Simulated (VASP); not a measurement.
# MgO (Fm-3m) in VASP: single point with PBE

Aim: the single point of MgO with PBE.

Program: VASP 6.6.1. These are calculated values, not measurements. Logs are shortened: lines on timing, memory, paths and dates and some standing lists are left out, and cuts for length are marked.

## 1. The cell of the first run

The structure is cubic, space group Fm-3m (No. 225). Conventional cell: a = 4.254 Å, b = 4.254 Å, c = 4.254 Å, α = 90.00°, β = 90.00°, γ = 90.00°. Within 2.8 Å of Mg (site symmetry m-3m) lie 6 O at 2.13 Å. Within 2.8 Å of O (site symmetry m-3m) lie 6 Mg at 2.13 Å.

## 2. Single point, PBE

Contents of INCAR:

```
SYSTEM = MgO
ALGO = Normal
EDIFF = 1E-6
ENCUT = 840
GGA = PE
GGA_COMPAT = .FALSE.
ISIF = 2
ISMEAR = 0
LASPH = .TRUE.
LCHARG = .TRUE.
LELF = .TRUE.
LREAL = .FALSE.
LVHAR = .TRUE.
LWAVE = .FALSE.
NBANDS = 15
NELM = 120
PREC = Accurate
SIGMA = 0.02
```

Contents of KPOINTS:

```
k-points
0
G
  10 10 10
  0 0 0
```

Contents of POSCAR:

```
MgO
1.0
    0.0000000000      2.1272184804      2.1272184804
    2.1272184804      0.0000000000      2.1272184804
    2.1272184804      2.1272184804      0.0000000000
Mg O
1 1
Direct
    0.0000000000      0.0000000000      0.0000000000
    0.5000000000      0.5000000000      0.5000000000
```

Potentials or basis: VASP PAW PBE potentials, release 64 (Mg_sv, O).

On the command line:

```console
> cat potpaw_PBE.64/Mg_sv/POTCAR potpaw_PBE.64/O/POTCAR > POTCAR
> mpirun -np 1 vasp_std > vasp.out
```

OUTCAR:

```text
SYSTEM = MgO
   EDIFF = 1E-6
   ENCUT = 840
   GGA = PE
   ISIF = 2
   ISMEAR = 0
   LASPH = .TRUE.
   LREAL = .FALSE.
   NELM = 120
   PREC = Accurate

 ion  position               nearest neighbor table
   1  0.000  0.000  0.000-   2 2.13   2 2.13   2 2.13   2 2.13   2 2.13   2 2.13
   2  0.500  0.500  0.500-   1 2.13   1 2.13   1 2.13   1 2.13   1 2.13   1 2.13

  LATTYP: Found a face centered cubic cell.
 ALAT       =     4.2544369608

  Lattice vectors:

 A1 = (   0.0000000000,   2.1272184804,   2.1272184804)
 A2 = (   2.1272184804,   0.0000000000,   2.1272184804)
 A3 = (   2.1272184804,   2.1272184804,   0.0000000000)

Analysis of symmetry for initial positions (statically):
=====================================================================
 Subroutine PRICEL returns:
 Original cell was already a primitive cell.

 Routine SETGRP: Setting up the symmetry group for a
 face centered cubic supercell.

 Subroutine GETGRP returns: Found 48 space group operations
 (whereof 48 operations were pure point group operations)
 out of a pool of 48 trial point group operations.

The static configuration has the point symmetry O_h .

Analysis of symmetry for dynamics (positions and initial velocities):
=====================================================================
 Subroutine PRICEL returns:
 Original cell was already a primitive cell.

 Routine SETGRP: Setting up the symmetry group for a
 face centered cubic supercell.

 Subroutine GETGRP returns: Found 48 space group operations
 (whereof 48 operations were pure point group operations)
 out of a pool of 48 trial point group operations.

The dynamic configuration has the point symmetry O_h .

 Subroutine INISYM returns: Found 48 space group operations
 (whereof 48 operations are pure point group operations),
 and found     1 'primitive' translations

----------------------------------------------------------------------------------------

                                     Primitive cell

  volume of cell :      19.2516

  direct lattice vectors                    reciprocal lattice vectors
     0.000000000  2.127218480  2.127218480    -0.235048729  0.235048729  0.235048729
     2.127218480  0.000000000  2.127218480     0.235048729 -0.235048729  0.235048729
     2.127218480  2.127218480  0.000000000     0.235048729  0.235048729 -0.235048729

  length of vectors
     3.008341225  3.008341225  3.008341225     0.407116341  0.407116341  0.407116341

  position of ions in fractional coordinates (direct lattice)
     0.000000000  0.000000000  0.000000000
     0.500000000  0.500000000  0.500000000

  ion indices of the primitive-cell ions
   primitive index   ion index
                 1           1
                 2           2

----------------------------------------------------------------------------------------

 KPOINTS: k-points

Automatic generation of k-mesh.
 Grid dimensions read from file:
 generate k-points for:   10   10   10

 Generating k-lattice:

  Cartesian coordinates                     Fractional coordinates (reciprocal lattice)
    -0.023504873  0.023504873  0.023504873     0.100000000  0.000000000  0.000000000
     0.023504873 -0.023504873  0.023504873     0.000000000  0.100000000  0.000000000
     0.023504873  0.023504873 -0.023504873     0.000000000  0.000000000  0.100000000

  Length of vectors
     0.040711634  0.040711634  0.040711634

  Shift w.r.t. Gamma in fractional coordinates (k-lattice)
     0.000000000  0.000000000  0.000000000

 Subroutine IBZKPT returns following result:
 ===========================================

 Found     47 irreducible k-points:

 Following reciprocal coordinates:
            Coordinates               Weight
  0.000000  0.000000  0.000000      1.000000
  0.100000  0.000000  0.000000      8.000000
  0.200000  0.000000  0.000000      8.000000
  0.300000  0.000000  0.000000      8.000000
  0.400000  0.000000  0.000000      8.000000
  0.500000  0.000000  0.000000      4.000000
[... 16 lines left out ...]
  0.300000  0.300000  0.000000      6.000000
  0.400000  0.300000  0.000000     24.000000
 [... further k-points ...]
   k-points           NKPTS =     47   k-points in BZ     NKDIM =     47   number of bands    NBANDS=     15
   number of dos      NEDOS =    301   number of ions     NIONS =      2
   total plane-waves  NPLWV =  21952
   dimension x,y,z NGX =    28 NGY =   28 NGZ =   28
   dimension x,y,z NGXF=    56 NGYF=   56 NGZF=   56
   ions per type =               1   1
   NGX,Y,Z   is equivalent  to a cutoff of  15.47, 15.47, 15.47 a.u.
   NGXF,Y,Z  is equivalent  to a cutoff of  30.95, 30.95, 30.95 a.u.
 SYSTEM =  MgO
   PREC   = accura    normal or accurate (medium, high low for compatibility)
   ISTART =      0    job   : 0-new  1-cont  2-samecut
   ICHARG =      2    charge: 1-file 2-atom 10-const
   ISPIN  =      1    spin polarized calculation?
   LNONCOLLINEAR =      F non collinear calculations
   LSORBIT =      F    spin-orbit coupling
   LASPH  =      T    aspherical Exc in radial PAW
   ENCUT  =  840.0 eV  61.74 Ry    7.86 a.u.   7.11  7.11  7.11*2*pi/ulx,y,z
   NELM   =    120;   NELMIN=  2; NELMDL= -5     # of ELM steps
   EDIFF  = 0.1E-05   stopping-criterion for ELM
   LREAL  =      F    real-space projection
[... 7 lines left out ...]
   TEBEG  =    0.0;   TEEND  =   0.0 temperature during run
   PSTRESS=    0.0 pullay stress
   NELECT =      16.0000    total number of electrons
   NUPDOWN=      -1.0000    fix difference up-down
   EMIN   =  10.00;   EMAX   =-10.00  energy-range for DOS
   EFERMI =   0.00;   METHOD = LEGACY
   ISMEAR =     0;   SIGMA  =   0.02  broadening in eV -4-tet -1-fermi 0-gaus
   EFERMI_NEDOS =   21; number of points for ismear=-14 and -15
   IALGO  =     38    algorithm
   IMIX   =      4    mixing-type and parameters
     AMIX     =   0.40;   BMIX     =  1.00
     AMIX_MAG =   1.60;   BMIX_MAG =  1.00
  volume/ion in A,a.u.               =       9.63        64.96
  Fermi-wavevector in a.u.,A,eV,Ry     =   1.539192  2.908651 32.233716  2.369111
  Thomas-Fermi vector in A             =   2.645454
   LORBIT       =      0    0 simple, 1 ext, 2 COOP (PROOUT), +10 PAW based schemes
   GGA     = PE    functional components
   LHFCALC =     F    Hartree Fock is set to
   AEXX    =    0.0000 exact exchange contribution
   IVDW    =     0    specifies the selected vdW correction
   LEPSILON=     F    determine dielectric tensor
   LRPA    =     F    only Hartree local field effects (RPA)
 non-spin polarized calculation
 Gauss-broadening in eV      SIGMA  =   0.02
  energy-cutoff  :      840.00
  volume of cell :       19.25
 maximum number of plane-waves:      1090
   NGX = 15   NGY = 15   NGZ = 15

 number of electron      15.9999997 magnetization

 Free energy of the ion-electron system (eV)
  ---------------------------------------------------
  ext. energy  EPLUGINS =         0.00000000
  ---------------------------------------------------
  free energy    TOTEN  =       -11.88483641 eV

  energy without entropy =      -11.88483641  energy(sigma->0) =      -11.88483641

 E-fermi :   2.8005     XC(G=0): -11.2409

 val. band max:        2.7031117122   @ k =   0.0000   0.0000   0.0000
 cond. band min:       7.1569083933   @ k =   0.0000   0.0000   0.0000
 fundamental gap:      4.4537966811
 Fermi energy:         2.8004688023

 k-point     1 :       0.0000    0.0000    0.0000
  band No.  band energies     occupation
      1     -69.6704      2.00000
      2     -36.3986      2.00000
      3     -36.3986      2.00000
      4     -36.3986      2.00000
      5     -14.3954      2.00000
      6       2.7031      2.00000
      7       2.7031      2.00000
      8       2.7031      2.00000
      9       7.1569      0.00000
     10      18.3380      0.00000
     11      18.3380      0.00000
     12      18.3380      0.00000
     13      22.1722      0.00000
     14      23.9195      0.00000
     15      23.9195      0.00000

 k-point     2 :       0.1000    0.0000    0.0000
  band No.  band energies     occupation
      1     -69.6695      2.00000
      2     -36.4059      2.00000
      3     -36.3993      2.00000
      4     -36.3993      2.00000
      5     -14.2926      2.00000
      6       2.0585      2.00000
      7       2.6389      2.00000
      8       2.6389      2.00000
      9       7.7880      0.00000
     10      17.0968      0.00000
     11      18.5670      0.00000
     12      18.5670      0.00000
     13      23.1583      0.00000
     14      23.1583      0.00000
     15      23.7762      0.00000

 k-point     3 :       0.2000    0.0000    0.0000
  band No.  band energies     occupation
      1     -69.6677      2.00000
      2     -36.4252      2.00000
      3     -36.4013      2.00000
      4     -36.4013      2.00000
      5     -14.0108      2.00000
      6       0.7695      2.00000
      7       2.4760      2.00000
      8       2.4760      2.00000
      9       8.9861      0.00000
     10      15.5766      0.00000
     11      19.0156      0.00000
     12      19.0156      0.00000
     13      22.4611      0.00000
     14      22.4611      0.00000
     15      24.5353      0.00000
[... 343 lines left out ...]
 k-point    23 :       0.3000    0.3000    0.0000
  band No.  band energies     occupation
      1     -69.6637      2.00000
      2     -36.4430      2.00000
      3     -36.4153      2.00000
      4     -36.4153      2.00000
      5     -13.4524      2.00000
      6      -0.3597      2.00000
      7       1.8017      2.00000
      8       1.8017      2.00000
      9      11.2571      0.00000
     10      13.0777      0.00000
     11      16.8314      0.00000
     12      20.2919      0.00000
     13      20.2919      0.00000
     14      26.5183      0.00000
     15      29.4963      0.00000

 k-point    24 :       0.4000    0.3000    0.0000
  band No.  band energies     occupation
      1     -69.6623      2.00000
      2     -36.4525      2.00000
      3     -36.4203      2.00000
      4     -36.4181      2.00000
      5     -13.2225      2.00000
      6      -0.7601      2.00000
      7       1.4496      2.00000
      8       1.6599      2.00000
      9      11.9991      0.00000
     10      12.7910      0.00000
     11      16.0106      0.00000
     12      20.5082      0.00000
     13      20.7083      0.00000
     14      27.2285      0.00000
     15      29.1031      0.00000

 [... further k-points ...]

------------------------ aborting loop because EDIFF is reached ----------------------------------------

  FORCE on cell =-STRESS in cart. coord.  units (eV):
  Direction    XX          YY          ZZ          XY          YZ          ZX
  --------------------------------------------------------------------------------------
  -------------------------------------------------------------------------------------
  Total       -0.0032785     -0.0032785     -0.0032785      0.0000000      0.0000000     -0.0000000
  in kB       -0.2728444     -0.2728444     -0.2728444      0.0000000      0.0000000     -0.0000000
  external PRESSURE =      -0.2728444 kB  Pullay stress =       0.0000000 kB

 VOLUME and BASIS-vectors are now :
 -----------------------------------------------------------------------------
  energy-cutoff  :      840.00
  volume of cell :       19.25
      direct lattice vectors                 reciprocal lattice vectors
     0.000000000  2.127218480  2.127218480    -0.235048729  0.235048729  0.235048729
     2.127218480  0.000000000  2.127218480     0.235048729 -0.235048729  0.235048729
     2.127218480  2.127218480  0.000000000     0.235048729  0.235048729 -0.235048729

 POSITION                                       TOTAL-FORCE (eV/Angst)
 -----------------------------------------------------------------------------------
      0.00000      0.00000      0.00000         0.000000      0.000000      0.000000
      2.12722      2.12722      2.12722        -0.000000     -0.000000     -0.000000
 -----------------------------------------------------------------------------------
    total drift:                                0.000000      0.000000      0.000000

  FREE ENERGIE OF THE ION-ELECTRON SYSTEM (eV)
  ---------------------------------------------------
  free  energy   TOTEN  =       -11.8848364096 eV

  energy  without entropy=      -11.8848364096  energy(sigma->0) =      -11.88483641
```

Run time: 16 s. Hardware: 1 thread of Intel Xeon Platinum 8375C at 2.90GHz (Ice Lake), shared host; peak memory 0.16 GiB.

What came out:

```
Free energy            : -11.8848 eV
Pressure               : 0.0 GPa
Band gap on the k mesh : 4.45 eV
```
